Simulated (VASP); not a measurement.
# TaBiO (P4/nmm) in VASP: relaxation of cell and atoms with PBE

Aim: the relaxation of cell and atoms of TaBiO with PBE.

All numbers are computed with VASP 6.6.1; they aren't measurements. Logs are shortened: lines on timing, memory, paths and dates and some standing lists are left out, and cuts for length are marked.

**1. The cell of the first run**

Symmetry: P4/nmm, No. 129, tetragonal system. Conventional cell: a = 3.070 Å, b = 3.070 Å, c = 11.428 Å, α = 90.00°, β = 90.00°, γ = 90.00°. Within 2.9 Å of Ta (site symmetry 4mm) lie 5 O at 2.17 to 2.33 Å. Within 4.0 Å of Bi (site symmetry 4mm) lie 4 Bi at 3.07 Å and 1 O at 3.18 Å and 4 Ta at 3.19 Å. Within 2.9 Å of O (site symmetry 4mm) lie 5 Ta at 2.17 to 2.33 Å and 4 O at 2.55 Å.

The cell was generated, and may not be a known phase.

**2. Relaxation of cell and atoms, PBE**

The input, INCAR:

```
PREC = Accurate
ENCUT = 600
EDIFF = 1E-7
ISMEAR = 0
SIGMA = 0.1
LREAL = False
LASPH = True
NELM = 80
ALGO = Normal
ISIF = 3
LWAVE = False
LCHARG = False
GGA = PE
IBRION = 2
NSW = 100
EDIFFG = -0.01
```

The input, KPOINTS:

```
regular mesh
0
Gamma
  12 12 4
```

The input, POSCAR:

```
TaBiO
1.0
    3.0695393228      0.0000000000      0.0000000000
    0.0000000000      3.0695393228      0.0000000000
    0.0000000000      0.0000000000     11.4283198923
Ta Bi O
2 2 2
Direct
    0.0000000000      0.5000000000      0.6318136026
    0.5000000000      0.0000000000      0.3681863974
    0.5000000000      0.0000000000      0.8367329925
    0.0000000000      0.5000000000      0.1632670075
    0.0000000000      0.5000000000      0.4415314142
    0.5000000000      0.0000000000      0.5584685858
```

Potentials or basis: VASP PAW PBE potentials, release 64 (Ta_pv, Bi_d, O).

On the command line:

```bash
> cat potpaw_PBE.64/Ta_pv/POTCAR potpaw_PBE.64/Bi_d/POTCAR potpaw_PBE.64/O/POTCAR > POTCAR
> mpirun -np 1 vasp_std > vasp.out
```

OUTCAR:

```text
PREC = Accurate
   ENCUT = 600
   EDIFF = 1E-7
   ISMEAR = 0
   LREAL = False
   LASPH = True
   NELM = 80
   ISIF = 3
   GGA = PE
   IBRION = 2
   NSW = 100
   EDIFFG = -0.01

 ion  position               nearest neighbor table
   1  0.000  0.500  0.632-   5 2.17   6 2.33   6 2.33   6 2.33   6 2.33   3 3.19   3 3.19   3 3.19
                             3 3.19
   2  0.500  0.000  0.368-   6 2.17   5 2.33   5 2.33   5 2.33   5 2.33   4 3.19   4 3.19   4 3.19
                             4 3.19
   3  0.500  0.000  0.837-   1 3.19   1 3.19   1 3.19   1 3.19
   4  0.000  0.500  0.163-   2 3.19   2 3.19   2 3.19   2 3.19
   5  0.000  0.500  0.442-   1 2.17   2 2.33   2 2.33   2 2.33   2 2.33
   6  0.500  0.000  0.558-   2 2.17   1 2.33   1 2.33   1 2.33   1 2.33

  LATTYP: Found a simple tetragonal cell.
 ALAT       =     3.0695393228
 C/A-ratio  =     3.7231384551

  Lattice vectors:

 A1 = (   3.0695393228,   0.0000000000,   0.0000000000)
 A2 = (   0.0000000000,   3.0695393228,   0.0000000000)
 A3 = (   0.0000000000,   0.0000000000,  11.4283198923)

Analysis of symmetry for initial positions (statically):
=====================================================================
 Subroutine PRICEL returns:
 Original cell was already a primitive cell.

 Routine SETGRP: Setting up the symmetry group for a
 simple tetragonal supercell.

 Subroutine GETGRP returns: Found 16 space group operations
 (whereof  8 operations were pure point group operations)
 out of a pool of 16 trial point group operations.

The static configuration has the point symmetry D_2d.
 The point group associated with its full space group is D_4h.

Analysis of symmetry for dynamics (positions and initial velocities):
=====================================================================
 Subroutine PRICEL returns:
 Original cell was already a primitive cell.

 Routine SETGRP: Setting up the symmetry group for a
 simple tetragonal supercell.

 Subroutine GETGRP returns: Found 16 space group operations
 (whereof  8 operations were pure point group operations)
 out of a pool of 16 trial point group operations.

The dynamic configuration has the point symmetry D_2d.
 The point group associated with its full space group is D_4h.

[... 117 lines left out ...]
   NELECT =      64.0000    total number of electrons
   NUPDOWN=      -1.0000    fix difference up-down
   EMIN   =  10.00;   EMAX   =-10.00  energy-range for DOS
   EFERMI =   0.00;   METHOD = LEGACY
   ISMEAR =     0;   SIGMA  =   0.10  broadening in eV -4-tet -1-fermi 0-gaus
   EFERMI_NEDOS =   21; number of points for ismear=-14 and -15
   IALGO  =     38    algorithm
   IMIX   =      4    mixing-type and parameters
     AMIX     =   0.40;   BMIX     =  1.00
     AMIX_MAG =   1.60;   BMIX_MAG =  1.00
  volume/ion in A,a.u.               =      17.95       121.11
  Fermi-wavevector in a.u.,A,eV,Ry     =   1.376444  2.601102 25.777573  1.894598
  Thomas-Fermi vector in A             =   2.501688
   LORBIT       =      0    0 simple, 1 ext, 2 COOP (PROOUT), +10 PAW based schemes
   GGA     = PE    functional components
   LHFCALC =     F    Hartree Fock is set to
   AEXX    =    0.0000 exact exchange contribution
   IVDW    =     0    specifies the selected vdW correction
   LEPSILON=     F    determine dielectric tensor
   LRPA    =     F    only Hartree local field effects (RPA)
 conjugate gradient relaxation of ions
 non-spin polarized calculation
 Gauss-broadening in eV      SIGMA  =   0.10
  energy-cutoff  :      600.00
  volume of cell :      107.68
 maximum number of plane-waves:      3640
 NGX is ok and might be reduce to    28
   NGX = 13   NGY = 13   NGZ = 45

--------------------------------------- Ionic step        1  -------------------------------------------

 number of electron      63.9999999 magnetization

 Free energy of the ion-electron system (eV)
  ---------------------------------------------------
  ext. energy  EPLUGINS =         0.00000000
  ---------------------------------------------------
  free energy    TOTEN  =       -46.08647157 eV

  energy without entropy =      -46.07752080  energy(sigma->0) =      -46.08199619

------------------------ aborting loop because EDIFF is reached ----------------------------------------

  FORCE on cell =-STRESS in cart. coord.  units (eV):
  Direction    XX          YY          ZZ          XY          YZ          ZX
  --------------------------------------------------------------------------------------
  -------------------------------------------------------------------------------------
  Total        0.3732718      0.3732718     -0.0533097      0.0000000     -0.0000000      0.0000000
  in kB        5.5540148      5.5540148     -0.7932102      0.0000000     -0.0000000      0.0000000
  external PRESSURE =       3.4382731 kB  Pullay stress =       0.0000000 kB
[... 101 lines left out ...]
  FREE ENERGIE OF THE ION-ELECTRON SYSTEM (eV)
  ---------------------------------------------------
  free  energy   TOTEN  =       -46.0876786782 eV

  energy  without entropy=      -46.0789468013  energy(sigma->0) =      -46.08331274

[... ionic steps 4 to 14 ...]

--------------------------------------- Ionic step       15  -------------------------------------------

 number of electron      63.9999999 magnetization

------------------------ aborting loop because EDIFF is reached ----------------------------------------
[... 75 lines left out ...]
--------------------------------------- Ionic step       17  -------------------------------------------

 number of electron      63.9999999 magnetization

 Free energy of the ion-electron system (eV)
  ---------------------------------------------------
  ext. energy  EPLUGINS =         0.00000000
  ---------------------------------------------------
  free energy    TOTEN  =       -46.08992030 eV

  energy without entropy =      -46.08107339  energy(sigma->0) =      -46.08549684

 E-fermi :   8.0663     XC(G=0): -11.3074

 val. band max:        8.0558825598   @ k =   0.4167   0.2500   0.5000
 cond. band min:       8.0676902173   @ k =   0.4167   0.3333   0.5000
 fundamental gap:      0.0118076576
 Fermi energy:         8.0663322782

 k-point     1 :       0.0000    0.0000    0.0000
  band No.  band energies     occupation
      1     -28.1499      2.00000
      2     -28.0219      2.00000
      3     -27.7122      2.00000
      4     -27.7122      2.00000
      5     -27.6963      2.00000
      6     -27.6963      2.00000
[... 973 lines left out ...]
     37       9.9510      0.00000
     38      10.6265      0.00000

 [... further k-points ...]
[... 5 lines left out ...]
  --------------------------------------------------------------------------------------
  -------------------------------------------------------------------------------------
  Total       -0.0130147     -0.0130147     -0.0133433      0.0000000      0.0000000      0.0000000
  in kB       -0.1911928     -0.1911928     -0.1960206      0.0000000      0.0000000      0.0000000
  external PRESSURE =      -0.1928020 kB  Pullay stress =       0.0000000 kB
[... 21 lines left out ...]
  FREE ENERGIE OF THE ION-ELECTRON SYSTEM (eV)
  ---------------------------------------------------
  free  energy   TOTEN  =       -46.0899203021 eV

  energy  without entropy=      -46.0810733876  energy(sigma->0) =      -46.08549684

 reached required accuracy - stopping structural energy minimisation
```

OSZICAR:

```text
N       E                     dE             d eps       ncg     rms          rms(c)
DAV:   1     0.844748139695E+03    0.84475E+03   -0.36939E+04  6392   0.224E+03
DAV:   2     0.614927881335E+02   -0.78326E+03   -0.76212E+03  6448   0.617E+02
[... 168 lines left out ...]
DAV:   2    -0.460899324585E+02   -0.49957E-04   -0.80461E-04  7664   0.200E-01    0.199E-02
DAV:   3    -0.460899209856E+02    0.11473E-04   -0.31955E-05  9916   0.433E-02    0.744E-03
DAV:   4    -0.460899199192E+02    0.10664E-05   -0.64255E-06  9352   0.174E-02    0.291E-03
DAV:   5    -0.460899200925E+02   -0.17333E-06   -0.78958E-07  7426   0.559E-03    0.172E-03
DAV:   6    -0.460899202912E+02   -0.19865E-06   -0.10622E-07  3994   0.290E-03    0.476E-04
DAV:   7    -0.460899203021E+02   -0.10939E-07   -0.28855E-08  3786   0.152E-03
  17 F= -.46089920E+02 E0= -.46085497E+02  d E =-.300205E-04
```

Wall time 35 min (1 thread of Intel Xeon 6975P-C (Granite Rapids), shared host); peak memory 0.53 GiB.

What came out:

* Free energy: -46.0899 eV
* Relaxed volume: 18.18 Å³/atom
* Relaxed cell: a = 3.076 Å, b = 3.076 Å, c = 11.525 Å, α = 90.00°, β = 90.00°, γ = 90.00°
* Space group after relaxing (to 0.1 Å): P4/nmm (No. 129)
* Energy gained by relaxing: 0.6 meV/atom
* Ionic steps: 17
* Pressure after relaxing: 0.0 GPa
* Largest force after relaxing: 0.004 eV/Å
* Band gap on the k mesh: zero (bands 32 and 33 overlap by 1.09 eV)

Forces in eV/Å, atoms in the order of the input:
```
Ta   0.000  0.000  0.002
Ta   0.000  0.000 -0.002
Bi   0.000  0.000 -0.004
Bi   0.000  0.000  0.004
O    0.000  0.000 -0.001
O    0.000  0.000  0.001
```

The path:
| step | energy change (eV) | largest force (eV/Å) | pressure (GPa) | volume (Å³) |
| --- | --- | --- | --- | --- |
| 1 | 0.0000 | 0.0640 | 0.34 | 107.68 |
| 2 | -0.0010 | 0.0616 | -0.43 | 108.28 |
| 3 | -0.0012 | 0.0624 | -0.23 | 108.12 |
| 4 | -0.0017 | 0.0159 | 0.10 | 107.94 |
| 5 | -0.0017 | 0.0242 | 0.05 | 107.97 |
| 6 | -0.0018 | 0.0241 | 0.04 | 108.02 |
| 7 | -0.0022 | 0.0399 | 0.03 | 108.16 |
| 8 | -0.0021 | 0.0854 | 0.00 | 108.44 |
| 9 | -0.0022 | 0.0573 | 0.02 | 108.27 |
| 10 | -0.0023 | 0.0542 | 0.02 | 108.29 |
| 11 | -0.0026 | 0.0456 | 0.03 | 108.37 |
| 12 | -0.0029 | 0.0372 | 0.04 | 108.52 |
| 13 | -0.0033 | 0.0208 | 0.06 | 108.83 |
| 14 | -0.0034 | 0.0259 | 0.08 | 108.95 |
| 15 | -0.0034 | 0.0111 | -0.08 | 109.10 |
| 16 | -0.0034 | 0.0110 | -0.05 | 109.08 |
| 17 | -0.0034 | 0.0042 | -0.02 | 109.06 |

Final structure:
```xyz
6
Lattice="3.0762 0.0000 0.0000 0.0000 3.0762 0.0000 0.0000 0.0000 11.5250" Properties=species:S:1:pos:R:3 pbc="T T T"
Ta    0.0000    1.5381    7.2683
Ta    1.5381    3.0762    4.2567
Bi    1.5381    0.0000    9.5985
Bi    3.0762    1.5381    1.9265
O     0.0000    1.5381    5.1006
O     1.5381    0.0000    6.4243
```

Caveat: spin-orbit coupling is left out, which moves the levels of the heavy elements.
